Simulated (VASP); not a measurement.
# Ag (P6_3/mmc) in VASP: a series of runs, part 2 of 3

VASP 6.6.1.

## 4. Single point, PBE (strain +0.000 along x and y, -0.030 along z)

File INCAR:

```
SYSTEM = Ag
PREC = Accurate
ENCUT = 520
EDIFF = 1E-7
ISMEAR = 0
SIGMA = 0.15
LREAL = .FALSE.
LASPH = .TRUE.
NELM = 60
ALGO = Fast
ISIF = 2
LWAVE = .FALSE.
LCHARG = .TRUE.
GGA = PE
LELF = .TRUE.
LVHAR = .TRUE.
NBANDS = 30
```

File KPOINTS:

```
regular mesh
0
G
  18 18 6
  0 0 0
```

File POSCAR:

```
Ag
1.0
    2.9368174862      0.0000000000      0.0000000000
   -1.4684087431      2.5433585493      0.0000000000
    0.0000000000      0.0000000000      9.2766065346
Ag
4
Direct
    0.3333333333      0.6666666667      0.2500000000
    0.6666666667      0.3333333333      0.7500000000
    0.0000000000      0.0000000000      0.0000000000
    0.0000000000      0.0000000000      0.5000000000
```

Potentials or basis: VASP PAW PBE potentials, release 64 (Ag).

Run with:

```bash
$ cat potpaw_PBE.64/Ag/POTCAR > POTCAR
$ mpirun -np 1 vasp_std > vasp.out
```

OUTCAR:

```text
SYSTEM = Ag
   PREC = Accurate
   ENCUT = 520
   EDIFF = 1E-7
   ISMEAR = 0
   LREAL = .FALSE.
   LASPH = .TRUE.
   NELM = 60
   ISIF = 2
   GGA = PE

 ion  position               nearest neighbor table
   1  0.333  0.667  0.250-   3 2.87   4 2.87   3 2.87   4 2.87   3 2.87   4 2.87
   2  0.667  0.333  0.750-   3 2.87   4 2.87   3 2.87   4 2.87   3 2.87   4 2.87
   3  0.000  0.000  0.000-   1 2.87   2 2.87   1 2.87   2 2.87   2 2.87   1 2.87
   4  0.000  0.000  0.500-   1 2.87   2 2.87   1 2.87   2 2.87   2 2.87   1 2.87

  LATTYP: Found a hexagonal cell.
 ALAT       =     2.9368174862
 C/A-ratio  =     3.1587276289

  Lattice vectors:

 A1 = (   2.9368174862,   0.0000000000,   0.0000000000)
 A2 = (  -1.4684087431,   2.5433585493,   0.0000000000)
 A3 = (   0.0000000000,   0.0000000000,   9.2766065346)

Analysis of symmetry for initial positions (statically):
=====================================================================
 Subroutine PRICEL returns:
 Original cell was already a primitive cell.

 Routine SETGRP: Setting up the symmetry group for a
 hexagonal supercell.

 Subroutine GETGRP returns: Found 24 space group operations
 (whereof 12 operations were pure point group operations)
 out of a pool of 24 trial point group operations.

The static configuration has the point symmetry D_3d.
 The point group associated with its full space group is D_6h.

Analysis of symmetry for dynamics (positions and initial velocities):
=====================================================================
 Subroutine PRICEL returns:
 Original cell was already a primitive cell.

 Routine SETGRP: Setting up the symmetry group for a
 hexagonal supercell.

 Subroutine GETGRP returns: Found 24 space group operations
 (whereof 12 operations were pure point group operations)
 out of a pool of 24 trial point group operations.

The dynamic configuration has the point symmetry D_3d.
 The point group associated with its full space group is D_6h.

 Subroutine INISYM returns: Found 24 space group operations
 (whereof 12 operations are pure point group operations),
 and found     1 'primitive' translations

----------------------------------------------------------------------------------------

                                     Primitive cell

  volume of cell :      69.2905

  direct lattice vectors                    reciprocal lattice vectors
     2.936817486  0.000000000  0.000000000     0.340504647  0.196590449  0.000000000
    -1.468408743  2.543358549  0.000000000     0.000000000  0.393180899  0.000000000
     0.000000000  0.000000000  9.276606535     0.000000000  0.000000000  0.107798040

  length of vectors
     2.936817486  2.936817486  9.276606535     0.393180899  0.393180899  0.107798040

  position of ions in fractional coordinates (direct lattice)
     0.333333333  0.666666667  0.250000000
     0.666666667  0.333333333  0.750000000
     0.000000000  0.000000000  0.000000000
     0.000000000  0.000000000  0.500000000

  ion indices of the primitive-cell ions
   primitive index   ion index
                 1           1
                 2           2
                 3           3
                 4           4

----------------------------------------------------------------------------------------

 KPOINTS: regular mesh

Automatic generation of k-mesh.
 Grid dimensions read from file:
 generate k-points for:   18   18    6

 Generating k-lattice:

  Cartesian coordinates                     Fractional coordinates (reciprocal lattice)
     0.018916925  0.010921692  0.000000000     0.055555556  0.000000000  0.000000000
     0.000000000  0.021843383  0.000000000     0.000000000  0.055555556  0.000000000
     0.000000000  0.000000000  0.017966340     0.000000000  0.000000000  0.166666667

  Length of vectors
     0.021843383  0.021843383  0.017966340

  Shift w.r.t. Gamma in fractional coordinates (k-lattice)
     0.000000000  0.000000000  0.000000000

 Subroutine IBZKPT returns following result:
 ===========================================

 Found    148 irreducible k-points:

 Following reciprocal coordinates:
            Coordinates               Weight
  0.000000  0.000000  0.000000      1.000000
  0.055556  0.000000  0.000000      6.000000
  0.111111  0.000000  0.000000      6.000000
  0.166667  0.000000  0.000000      6.000000
  0.222222 -0.000000  0.000000      6.000000
  0.277778 -0.000000  0.000000      6.000000
[... 16 lines left out ...]
  0.333333  0.111111  0.000000     12.000000
  0.388889  0.111111  0.000000     12.000000
 [... further k-points ...]
   k-points           NKPTS =    148   k-points in BZ     NKDIM =    148   number of bands    NBANDS=     30
   number of dos      NEDOS =    301   number of ions     NIONS =      4
   total plane-waves  NPLWV =  40320
   dimension x,y,z NGX =    24 NGY =   24 NGZ =   70
   dimension x,y,z NGXF=    48 NGYF=   48 NGZF=  140
   ions per type =               4
   NGX,Y,Z   is equivalent  to a cutoff of  13.59, 13.59, 12.54 a.u.
   NGXF,Y,Z  is equivalent  to a cutoff of  27.17, 27.17, 25.09 a.u.
 SYSTEM =  Ag
   PREC   = accura    normal or accurate (medium, high low for compatibility)
   ISTART =      0    job   : 0-new  1-cont  2-samecut
   ICHARG =      2    charge: 1-file 2-atom 10-const
   ISPIN  =      1    spin polarized calculation?
   LNONCOLLINEAR =      F non collinear calculations
   LSORBIT =      F    spin-orbit coupling
   LASPH  =      T    aspherical Exc in radial PAW
   ENCUT  =  520.0 eV  38.22 Ry    6.18 a.u.   5.46  5.46 17.25*2*pi/ulx,y,z
   NELM   =     60;   NELMIN=  2; NELMDL= -5     # of ELM steps
   EDIFF  = 0.1E-06   stopping-criterion for ELM
   LREAL  =      F    real-space projection
   EDIFFG = 0.1E-05   stopping-criterion for IOM
   NSW    =      0    number of steps for IOM
   IBRION =     -1    ionic relax: 0-MD 1-quasi-New 2-CG
   NFREE  =      0    steps in history (QN), initial steepest desc. (CG)
   ISIF   =      2    stress and relaxation
   ISYM   =      2    0-nonsym 1-usesym 2-fastsym
   POTIM  = 0.5000    time-step for ionic-motion
   TEBEG  =    0.0;   TEEND  =   0.0 temperature during run
   PSTRESS=    0.0 pullay stress
   NELECT =      44.0000    total number of electrons
   NUPDOWN=      -1.0000    fix difference up-down
   EMIN   =  10.00;   EMAX   =-10.00  energy-range for DOS
   EFERMI =   0.00;   METHOD = LEGACY
   ISMEAR =     0;   SIGMA  =   0.15  broadening in eV -4-tet -1-fermi 0-gaus
   EFERMI_NEDOS =   21; number of points for ismear=-14 and -15
   IALGO  =     68    algorithm
   IMIX   =      4    mixing-type and parameters
     AMIX     =   0.40;   BMIX     =  1.00
     AMIX_MAG =   1.60;   BMIX_MAG =  1.00
  volume/ion in A,a.u.               =      17.32       116.90
  Fermi-wavevector in a.u.,A,eV,Ry     =   1.407131  2.659092 26.939771  1.980017
  Thomas-Fermi vector in A             =   2.529421
   LORBIT       =      0    0 simple, 1 ext, 2 COOP (PROOUT), +10 PAW based schemes
   GGA     = PE    functional components
   LHFCALC =     F    Hartree Fock is set to
   AEXX    =    0.0000 exact exchange contribution
   IVDW    =     0    specifies the selected vdW correction
   LEPSILON=     F    determine dielectric tensor
   LRPA    =     F    only Hartree local field effects (RPA)
 non-spin polarized calculation
 RMM-DIIS sequential band-by-band and
 Gauss-broadening in eV      SIGMA  =   0.15
  energy-cutoff  :      520.00
  volume of cell :       69.29
 maximum number of plane-waves:      1919
 NGX is ok and might be reduce to    24
   NGX = 11   NGY = 11   NGZ = 35

 number of electron      44.0000016 magnetization

 Free energy of the ion-electron system (eV)
  ---------------------------------------------------
  ext. energy  EPLUGINS =         0.00000000
  ---------------------------------------------------
  free energy    TOTEN  =       -10.83534945 eV

  energy without entropy =      -10.82241699  energy(sigma->0) =      -10.82888322

 E-fermi :   8.2120     XC(G=0): -12.1140

 val. band max:        8.2022788161   @ k =   0.4444   0.0556   0.5000
 cond. band min:       8.2327407127   @ k =   0.3889   0.1111   0.3333
 fundamental gap:      0.0304618966
 Fermi energy:         8.2120294855

 k-point     1 :       0.0000    0.0000    0.0000
  band No.  band energies     occupation
      1       0.5596      2.00000
      2       1.9333      2.00000
      3       2.0063      2.00000
      4       2.0096      2.00000
      5       3.3961      2.00000
      6       3.3961      2.00000
[... 781 lines left out ...]
     29      16.8492      0.00000
     30      18.2527      0.00000

 [... further k-points ...]
[... 5 lines left out ...]
  --------------------------------------------------------------------------------------
  -------------------------------------------------------------------------------------
  Total        0.8366686      0.8366686      2.2653982      0.0000000     -0.0000000      0.0000000
  in kB       19.3459649     19.3459649     52.3819240      0.0000000     -0.0000000      0.0000000
  external PRESSURE =      30.3579512 kB  Pullay stress =       0.0000000 kB

 VOLUME and BASIS-vectors are now :
 -----------------------------------------------------------------------------
  energy-cutoff  :      520.00
  volume of cell :       69.29
      direct lattice vectors                 reciprocal lattice vectors
     2.936817486  0.000000000  0.000000000     0.340504647  0.196590449  0.000000000
    -1.468408743  2.543358549  0.000000000     0.000000000  0.393180899  0.000000000
     0.000000000  0.000000000  9.276606535     0.000000000  0.000000000  0.107798040

 POSITION                                       TOTAL-FORCE (eV/Angst)
 -----------------------------------------------------------------------------------
     -0.00000      1.69557      2.31915        -0.000000      0.000000      0.000000
      1.46841      0.84779      6.95745         0.000000     -0.000000     -0.000000
      0.00000      0.00000      0.00000        -0.000000      0.000000      0.000000
      0.00000      0.00000      4.63830        -0.000000      0.000000      0.000000
 -----------------------------------------------------------------------------------
    total drift:                               -0.000000      0.000000      0.000000

  FREE ENERGIE OF THE ION-ELECTRON SYSTEM (eV)
  ---------------------------------------------------
  free  energy   TOTEN  =       -10.8353494529 eV

  energy  without entropy=      -10.8224169924  energy(sigma->0) =      -10.82888322
```

OSZICAR:

```text
N       E                     dE             d eps       ncg     rms          rms(c)
DAV:   1     0.296099482059E+03    0.29610E+03   -0.22658E+04  8904   0.145E+03
DAV:   2    -0.523384081117E+01   -0.30133E+03   -0.28600E+03  9282   0.334E+02
DAV:   3    -0.118017182460E+02   -0.65679E+01   -0.65311E+01 10170   0.559E+01
DAV:   4    -0.118312243207E+02   -0.29506E-01   -0.29502E-01  9594   0.367E+00
DAV:   5    -0.118315231697E+02   -0.29885E-03   -0.29885E-03 10188   0.395E-01    0.101E+01
RMM:   6    -0.108726508309E+02    0.95887E+00   -0.27941E+00  8895   0.112E+01    0.648E+00
RMM:   7    -0.108450718519E+02    0.27579E-01   -0.93935E-02  9135   0.197E+00    0.363E+00
RMM:   8    -0.108355399896E+02    0.95319E-02   -0.72888E-03  9332   0.605E-01    0.379E-01
RMM:   9    -0.108353205398E+02    0.21945E-03   -0.13198E-03  9609   0.234E-01    0.664E-02
RMM:  10    -0.108353500677E+02   -0.29528E-04   -0.14821E-04  9765   0.694E-02    0.904E-02
RMM:  11    -0.108353473027E+02    0.27650E-05   -0.32638E-05  9653   0.385E-02    0.279E-02
RMM:  12    -0.108353486171E+02   -0.13144E-05   -0.58210E-06  9771   0.161E-02    0.906E-03
RMM:  13    -0.108353490969E+02   -0.47979E-06   -0.10726E-06  9104   0.622E-03    0.123E-03
RMM:  14    -0.108353494130E+02   -0.31609E-06   -0.18091E-07  6525   0.240E-03    0.839E-04
RMM:  15    -0.108353494529E+02   -0.39926E-07   -0.60368E-08  5487   0.144E-03
   1 F= -.10835349E+02 E0= -.10828883E+02  d E =-.129325E-01
```

It took 5.6 min on 1 thread of Intel Xeon Platinum 8259CL at 2.50GHz (Skylake/Cascade Lake), shared host; peak memory 0.35 GiB.

Results:

```yaml
Free_energy: -10.8353 eV
Pressure: 3.0 GPa
Band_gap_on_the_k_mesh: zero (band 22 reaches 11.44 eV, above the bottom of band 23 at 5.14 eV)
```

Stress tensor (GPa, compression positive):
```
1.93 0.00 0.00
0.00 1.93 0.00
0.00 0.00 5.24
```

Levels at points of the mesh, in eV from the Fermi level:
```csv
k point,band 19,band 20,band 21,band 22,band 23,band 24,band 25,band 26
"(0.00, 0.00, 0.00)",-3.68,-3.40,-3.40,-2.99,-2.99,-0.10,3.97,11.73
"(0.50, 0.00, 0.00)",-2.81,-2.81,-0.24,0.73,0.89,1.44,4.14,4.25
"(0.00, 0.00, 0.50)",-3.17,-3.17,-3.17,-3.17,-2.26,-2.26,6.95,6.95
"(0.50, 0.00, 0.50)",-2.89,-2.89,0.17,0.17,1.30,1.30,4.68,4.68
```

Caveat: the cell differs from its parent crystal (strain +0.000 along x and y, -0.030 along z).

(Continued in part 3 of 3.)
